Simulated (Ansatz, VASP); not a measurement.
Os in VASP and in Ansatz

```xyz
1
Lattice="0.0000 2.1264 2.1264 2.1264 0.0000 2.1264 2.1264 2.1264 0.0000" Properties=species:S:1:pos:R:3 pbc="T T T"
Os    0.0000    0.0000    0.0000
```

Alike in both runs: task single point; functional PBE; k mesh 16 × 16 × 16; occupations gaussian, width 0.1 eV; no spin polarisation.

|  | VASP | Ansatz |
| --- | --- | --- |
| version | VASP 6.6.1 | Ansatz 0.2.0 |
| potentials or method | VASP PAW PBE potentials, release 64 (Os), cutoff 520 eV | scalar-relativistic, plane waves, PAW |
| valence electrons in the cell | 8 | 16 |

```csv
,VASP,Ansatz,Ansatz less VASP
gap on the k mesh at the Fermi level (eV),none,none,-
pressure (GPa),-55.6,-55.4,+0.21
```

A gap of «none» marks a metal or a gap that the smearing closes. Both programs put the cell under strong tension, so it lies far from rest at this level. VASP's potentials hold 8 valence electrons a cell and Ansatz's 16, so a difference there can come from the potentials and not from the codes.

Spin-orbit coupling is off throughout. Noted on VASP's run: the cell as given lies far from equilibrium.
